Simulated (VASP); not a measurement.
# Be4Os (I4/mmm) in VASP: further runs, part 2 of 3

VASP 6.6.1.

### 3 Single point, PBE, collinear spin, ferromagnetic start

This run uses another cell than the first one, of 9.30 Å³/atom, 1.006 times its volume.

INCAR reads:

```
SYSTEM = Be4Os
PREC = Accurate
ENCUT = 520
EDIFF = 1E-7
ISMEAR = 0
SIGMA = 0.1
LREAL = .False.
LASPH = .True.
NELM = 150
ALGO = Normal
ISIF = 2
LWAVE = .False.
LCHARG = .False.
ISPIN = 2
MAGMOM = 0 0 0 0 1
LORBIT = 11
LMAXMIX = 4
GGA = PE
NBANDS = 20
```

KPOINTS reads:

```
regular mesh
0
Gamma
  6 6 6
  0 0 0
```

POSCAR reads:

```
Be4Os
1.0
   -2.5221860070      2.5221860070      1.8274201157
    2.5221860070     -2.5221860070      1.8274201157
    2.5221860070      2.5221860070     -1.8274201157
Be Os
4 1
Direct
    0.1969614529      0.5000000000      0.6969614529
    0.5000000000      0.1969614529      0.6969614529
    0.5000000000      0.8030385471      0.3030385471
    0.8030385471      0.5000000000      0.3030385471
    0.0000000000      0.0000000000      0.0000000000
```

Potentials or basis: VASP PAW PBE potentials, release 64 (Be, Os).

On the command line:

```
$ cat potpaw_PBE.64/Be/POTCAR potpaw_PBE.64/Os/POTCAR > POTCAR
$ mpirun -np 1 vasp_std > vasp.out
```

OUTCAR:

```text
SYSTEM = Be4Os
   PREC = Accurate
   ENCUT = 520
   EDIFF = 1E-7
   ISMEAR = 0
   LREAL = .False.
   LASPH = .True.
   NELM = 150
   ISIF = 2
   ISPIN = 2
   LORBIT = 11
   GGA = PE

 ion  position               nearest neighbor table
   1  0.197  0.500  0.697-   4 1.99   2 2.16   3 2.16   3 2.31   2 2.31   2 2.31   3 2.31   5 2.38
                             5 2.38   5 2.71   5 2.71
   2  0.500  0.197  0.697-   3 1.99   1 2.16   4 2.16   1 2.31   4 2.31   1 2.31   4 2.31   5 2.38
                             5 2.38   5 2.71   5 2.71
   3  0.500  0.803  0.303-   2 1.99   4 2.16   1 2.16   1 2.31   4 2.31   1 2.31   4 2.31   5 2.38
                             5 2.38   5 2.71   5 2.71
   4  0.803  0.500  0.303-   1 1.99   3 2.16   2 2.16   2 2.31   3 2.31   2 2.31   3 2.31   5 2.38
                             5 2.38   5 2.71   5 2.71
   5  0.000  0.000  0.000-   4 2.38   3 2.38   1 2.38   2 2.38   4 2.38   3 2.38   1 2.38   2 2.38
                             1 2.71   1 2.71   4 2.71   2 2.71   2 2.71   3 2.71   3 2.71   4 2.71

  LATTYP: Found a body centered tetragonal cell.
 ALAT       =     5.0443720140
 C/A-ratio  =     0.7245382024

  Lattice vectors:

 A1 = (  -2.5221860070,   2.5221860070,   1.8274201157)
 A2 = (   2.5221860070,  -2.5221860070,   1.8274201157)
 A3 = (   2.5221860070,   2.5221860070,  -1.8274201157)

Analysis of symmetry for initial positions (statically):
=====================================================================
 Subroutine PRICEL returns:
 Original cell was already a primitive cell.

 Routine SETGRP: Setting up the symmetry group for a
 body centered tetragonal supercell.

 Subroutine GETGRP returns: Found 16 space group operations
 (whereof 16 operations were pure point group operations)
 out of a pool of 16 trial point group operations.

The static configuration has the point symmetry D_4h.

Analysis of symmetry for dynamics (positions and initial velocities):
=====================================================================
 Subroutine PRICEL returns:
 Original cell was already a primitive cell.

 Routine SETGRP: Setting up the symmetry group for a
 body centered tetragonal supercell.

 Subroutine GETGRP returns: Found 16 space group operations
 (whereof 16 operations were pure point group operations)
 out of a pool of 16 trial point group operations.

The dynamic configuration has the point symmetry D_4h.

Analysis of structural, dynamic, and magnetic symmetry:
=====================================================================
 Subroutine PRICEL returns:
 Original cell was already a primitive cell.

 Routine SETGRP: Setting up the symmetry group for a
 body centered tetragonal supercell.

 Subroutine GETGRP returns: Found 16 space group operations
 (whereof 16 operations were pure point group operations)
 out of a pool of 16 trial point group operations.

The overall configuration has the point symmetry D_4h.

 Subroutine INISYM returns: Found 16 space group operations
 (whereof 16 operations are pure point group operations),
 and found     1 'primitive' translations

----------------------------------------------------------------------------------------

                                     Primitive cell

  volume of cell :      46.5000
[... 92 lines left out ...]
   LASPH  =      T    aspherical Exc in radial PAW
   ENCUT  =  520.0 eV  38.22 Ry    6.18 a.u.   7.45  7.45  7.45*2*pi/ulx,y,z
   NELM   =    150;   NELMIN=  2; NELMDL= -5     # of ELM steps
   EDIFF  = 0.1E-06   stopping-criterion for ELM
   LREAL  =      F    real-space projection
   EDIFFG = 0.1E-05   stopping-criterion for IOM
   NSW    =      0    number of steps for IOM
   IBRION =     -1    ionic relax: 0-MD 1-quasi-New 2-CG
   NFREE  =      0    steps in history (QN), initial steepest desc. (CG)
   ISIF   =      2    stress and relaxation
   ISYM   =      2    0-nonsym 1-usesym 2-fastsym
   POTIM  = 0.5000    time-step for ionic-motion
   TEBEG  =    0.0;   TEEND  =   0.0 temperature during run
   PSTRESS=    0.0 pullay stress
   NELECT =      16.0000    total number of electrons
   NUPDOWN=      -1.0000    fix difference up-down
   EMIN   =  10.00;   EMAX   =-10.00  energy-range for DOS
   EFERMI =   0.00;   METHOD = LEGACY
   ISMEAR =     0;   SIGMA  =   0.10  broadening in eV -4-tet -1-fermi 0-gaus
   EFERMI_NEDOS =   21; number of points for ismear=-14 and -15
   IALGO  =     38    algorithm
   IMIX   =      4    mixing-type and parameters
     AMIX     =   0.40;   BMIX     =  1.00
     AMIX_MAG =   1.60;   BMIX_MAG =  1.00
  volume/ion in A,a.u.               =       9.30        62.76
  Fermi-wavevector in a.u.,A,eV,Ry     =   1.147177  2.167851 17.905488  1.316016
  Thomas-Fermi vector in A             =   2.283859
   LORBIT       =     11    0 simple, 1 ext, 2 COOP (PROOUT), +10 PAW based schemes
   GGA     = PE    functional components
   LHFCALC =     F    Hartree Fock is set to
   AEXX    =    0.0000 exact exchange contribution
   IVDW    =     0    specifies the selected vdW correction
   LEPSILON=     F    determine dielectric tensor
   LRPA    =     F    only Hartree local field effects (RPA)
 spin polarized calculation
 Gauss-broadening in eV      SIGMA  =   0.10
  energy-cutoff  :      520.00
  volume of cell :       46.50
 maximum number of plane-waves:      1275
 NGX is ok and might be reduce to    30

 number of electron      16.0000002 magnetization       0.0004461

 Free energy of the ion-electron system (eV)
  ---------------------------------------------------
  ext. energy  EPLUGINS =         0.00000000
  ---------------------------------------------------
  free energy    TOTEN  =       -26.36285276 eV

  energy without entropy =      -26.34853534  energy(sigma->0) =      -26.35569405

 E-fermi :   7.1433     XC(G=0): -11.5634

 val. band max:        7.1291291318   @ k =  -0.3333   0.5000   0.3333
 cond. band min:       7.1900310706   @ k =   0.3333   0.0000  -0.0000
 fundamental gap:      0.0609019388
 Fermi energy:         7.1433153220

 spin component 1

 k-point     1 :       0.0000    0.0000    0.0000
  band No.  band energies     occupation
      1      -3.5587      1.00000
      2       1.6917      1.00000
      3       2.2091      1.00000
      4       3.9903      1.00000
      5       3.9903      1.00000
      6       5.0818      1.00000
[... 541 lines left out ...]
     19      20.1901      0.00000
     20      21.5218      0.00000

 [... further k-points ...]

 spin component 2

 k-point     1 :       0.0000    0.0000    0.0000
  band No.  band energies     occupation
      1      -3.5586      1.00000
      2       1.6920      1.00000
      3       2.2092      1.00000
      4       3.9904      1.00000
      5       3.9904      1.00000
      6       5.0819      1.00000
[... 541 lines left out ...]
     19      20.1901      0.00000
     20      21.5228      0.00000

 [... further k-points ...]
[... 5 lines left out ...]
  --------------------------------------------------------------------------------------
  -------------------------------------------------------------------------------------
  Total        0.0037095      0.0037095      0.0322333      0.0000000     -0.0000000      0.0000000
  in kB        0.1278131      0.1278131      1.1106130      0.0000000     -0.0000000      0.0000000
  external PRESSURE =       0.4554130 kB  Pullay stress =       0.0000000 kB

 VOLUME and BASIS-vectors are now :
 -----------------------------------------------------------------------------
  energy-cutoff  :      520.00
  volume of cell :       46.50
      direct lattice vectors                 reciprocal lattice vectors
    -2.522186007  2.522186007  1.827420116     0.000000000  0.198240732  0.273609771
     2.522186007 -2.522186007  1.827420116     0.198240732  0.000000000  0.273609771
     2.522186007  2.522186007 -1.827420116     0.198240732  0.198240732  0.000000000

 POSITION                                       TOTAL-FORCE (eV/Angst)
 -----------------------------------------------------------------------------------
      2.52219      0.99355      0.00000         0.000000      0.007857      0.000000
      0.99355      2.52219      0.00000         0.007857      0.000000      0.000000
      1.52864      0.00000      1.82742        -0.007857     -0.000000     -0.000000
      0.00000      1.52864      1.82742        -0.000000     -0.007857     -0.000000
      0.00000      0.00000      0.00000         0.000000     -0.000000      0.000000
 -----------------------------------------------------------------------------------
    total drift:                               -0.000000     -0.000000     -0.000000

  FREE ENERGIE OF THE ION-ELECTRON SYSTEM (eV)
  ---------------------------------------------------
  free  energy   TOTEN  =       -26.3628527589 eV

  energy  without entropy=      -26.3485353428  energy(sigma->0) =      -26.35569405

 total charge

# of ion       s       p       d       tot
------------------------------------------
    1        0.428   0.729   0.000   1.157
    2        0.428   0.729   0.000   1.157
    3        0.428   0.729   0.000   1.157
    4        0.428   0.729   0.000   1.157
    5        0.649   0.582   6.231   7.462
--------------------------------------------------
tot          2.361   3.499   6.231  12.090

 magnetization (x)

# of ion       s       p       d       tot
------------------------------------------
    1        0.000   0.000   0.000   0.000
    2        0.000   0.000   0.000   0.000
    3        0.000   0.000   0.000   0.000
    4        0.000   0.000   0.000   0.000
    5        0.000   0.000   0.000   0.000
--------------------------------------------------
tot          0.000   0.000   0.000   0.000
```

OSZICAR:

```text
N       E                     dE             d eps       ncg     rms          rms(c)
DAV:   1     0.415898542481E+02    0.41590E+02   -0.62538E+03  2440   0.678E+02
DAV:   2    -0.255064488836E+02   -0.67096E+02   -0.56574E+02  2592   0.174E+02
DAV:   3    -0.288716633224E+02   -0.33652E+01   -0.32347E+01  3176   0.329E+01
DAV:   4    -0.288951040382E+02   -0.23441E-01   -0.23391E-01  2888   0.287E+00
DAV:   5    -0.288952154905E+02   -0.11145E-03   -0.11144E-03  3024   0.197E-01    0.191E+01
DAV:   6    -0.270645534076E+02    0.18307E+01   -0.62678E+00  3364   0.217E+01    0.434E+00
DAV:   7    -0.263957082529E+02    0.66885E+00   -0.15871E+00  3192   0.112E+01    0.365E+00
DAV:   8    -0.263678824576E+02    0.27826E-01   -0.77542E-02  2704   0.151E+00    0.139E+00
DAV:   9    -0.263627321850E+02    0.51503E-02   -0.57068E-03  3464   0.606E-01    0.429E-01
DAV:  10    -0.263628396472E+02   -0.10746E-03   -0.10522E-03  2764   0.187E-01    0.611E-02
DAV:  11    -0.263628412778E+02   -0.16305E-05   -0.43883E-05  2900   0.515E-02    0.267E-02
DAV:  12    -0.263628507878E+02   -0.95100E-05   -0.19474E-05  2900   0.266E-02    0.164E-02
DAV:  13    -0.263628522271E+02   -0.14393E-05   -0.37172E-06  2800   0.130E-02    0.101E-02
DAV:  14    -0.263628523913E+02   -0.16418E-06   -0.21832E-07  2484   0.359E-03    0.687E-03
DAV:  15    -0.263628525536E+02   -0.16234E-06   -0.22418E-07  2544   0.332E-03    0.250E-03
DAV:  16    -0.263628527266E+02   -0.17298E-06   -0.20702E-07  2440   0.279E-03    0.805E-04
DAV:  17    -0.263628527589E+02   -0.32332E-07   -0.21852E-08  1484   0.989E-04
   1 F= -.26362853E+02 E0= -.26355694E+02  d E =-.143174E-01  mag=     0.0002
```

Run time: 72 s. Hardware: 1 thread of AMD EPYC 9R45 (Zen 5), shared host; peak memory 0.17 GiB.

What came out:

```yaml
Free_energy: -26.3629 eV
Pressure: 0.0 GPa
Largest_force: 0.008 eV/Å
Band_gap_on_the_k_mesh: zero (filled and empty bands overlap)
Net_moment: 0.00 μB per cell
Valence_electrons_inside_the_program's_atomic_spheres: Be 1.16; Os 7.46
```

Forces in eV/Å, atoms in the order of the input:
```
Be   0.000  0.008  0.000
Be   0.008  0.000  0.000
Be  -0.008  0.000  0.000
Be   0.000 -0.008  0.000
Os   0.000  0.000  0.000
```

Stress tensor (GPa, compression positive):
```
0.01 0.00 0.00
0.00 0.01 0.00
0.00 0.00 0.11
```

Levels at points of the mesh, in eV from the Fermi level:
Spin up:
```tsv
k point	band 4	band 5	band 6	band 7	band 8	band 9	band 10	band 11	band 12	band 13
(0.00, 0.00, 0.00)	-3.15	-3.15	-2.06	0.50	1.48	1.65	1.65	3.24	3.24	5.11
(0.50, 0.00, 0.00)	-3.93	-3.33	-2.45	-2.35	-1.32	-1.04	2.15	5.85	6.12	6.46
(0.50, 0.50, 0.00)	-4.30	-2.78	-1.62	-0.97	-0.59	1.70	2.23	3.51	3.54	6.07
(0.50, 0.50, 0.50)	-5.14	-2.71	-1.94	-1.94	-1.91	-0.84	1.15	6.22	6.84	9.78
```
Spin down:
| k point | band 6 | band 7 | band 8 | band 9 | band 10 | band 11 |
| --- | --- | --- | --- | --- | --- | --- |
| (0.00, 0.00, 0.00) | -2.06 | 0.50 | 1.48 | 1.65 | 1.65 | 3.24 |
| (0.50, 0.00, 0.00) | -2.45 | -2.35 | -1.32 | -1.04 | 2.15 | 5.85 |
| (0.50, 0.50, 0.00) | -1.62 | -0.97 | -0.59 | 1.70 | 2.23 | 3.51 |
| (0.50, 0.50, 0.50) | -1.94 | -1.94 | -1.91 | -0.84 | 1.15 | 6.22 |

Caveat: spin-orbit coupling is left out, which moves the levels of the heavy elements.

### 4 Single point, PBE

This run uses another cell than the first one: it holds 10 atoms, not 5.

INCAR reads:

```
SYSTEM = Be4Os
ALGO = Normal
EDIFF = 1E-6
ENCUT = 520
GGA = PE
ISIF = 2
ISMEAR = 0
LASPH = .True.
LCHARG = .False.
LREAL = .False.
LWAVE = .False.
NBANDS = 27
NELM = 80
PREC = Accurate
SIGMA = 0.2
```

KPOINTS reads:

```
k-points
0
Gamma
  6 6 4
  0 0 0
```

POSCAR reads:

```
Be4Os
1.0
    0.0000000000      0.0000000000      3.6778150991
    2.5110815862     -2.5110815862     -1.8389075496
    5.0221631724      5.0221631724      0.0000000000
Be Os
8 2
Direct
    0.1510397384      0.3020794769      0.3489602616
    0.6510397384      0.3020794769      0.8489602616
    0.8489602616      0.6979205231      0.3489602616
    0.3489602616      0.6979205231      0.8489602616
    0.6510397384      0.3020794769      0.1510397384
    0.1510397384      0.3020794769      0.6510397384
    0.3489602616      0.6979205231      0.1510397384
    0.8489602616      0.6979205231      0.6510397384
    0.5000000000      0.0000000000      0.5000000000
    0.0000000000      0.0000000000      0.0000000000
```

On the command line:

```
$ cat potpaw_PBE.64/Be/POTCAR potpaw_PBE.64/Os/POTCAR > POTCAR
$ mpirun -np 1 vasp_std > vasp.out
```

Wall time 1.9 min (1 thread of AMD EPYC 9R45 (Zen 5), shared host); peak memory 0.21 GiB.

The run converged. Its results:

```
Free energy            : -52.7727 eV
Pressure               : 0.4 GPa
Largest force          : 0.019 eV/Å
Band gap on the k mesh : zero (band 16 reaches 8.96 eV, above the bottom of band 17 at 6.07 eV)
```

Forces in eV/Å, atoms in the order of the input:
```
Be   0.019  0.001  0.000
Be   0.019  0.001  0.000
Be   0.001  0.019  0.000
Be   0.001  0.019  0.000
Be  -0.001 -0.019  0.000
Be  -0.001 -0.019  0.000
Be  -0.019 -0.001  0.000
Be  -0.019 -0.001  0.000
Os   0.000  0.000  0.000
Os   0.000  0.000  0.000
```

Stress tensor (GPa, compression positive):
```
0.26 0.00 0.00
0.00 0.26 0.00
0.00 0.00 0.63
```

Levels at points of the mesh, in eV from the Fermi level:
```csv
k point,band 13,band 14,band 15,band 16,band 17,band 18,band 19,band 20
"(0.00, 0.00, 0.00)",-0.98,-0.53,0.50,1.59,1.59,1.76,1.76,2.28
"(0.50, 0.00, 0.00)",-1.42,-1.42,-1.28,-1.28,-1.09,-1.09,3.00,3.00
"(0.00, 0.50, 0.00)",-1.93,-1.60,-0.97,-0.86,-0.52,1.24,1.59,2.27
"(0.00, 0.00, 0.50)",-1.12,-1.12,1.79,1.79,2.01,2.01,2.08,2.08
"(0.50, 0.00, 0.50)",-2.35,-2.35,-1.31,-1.31,-1.09,-1.09,2.21,2.21
"(0.00, 0.50, 0.50)",-1.17,-1.17,-0.30,-0.30,0.43,0.43,0.70,0.70
```

Caveat: spin-orbit coupling is left out, which moves the levels of the heavy elements.

(Part 2 of 3 ends here.)
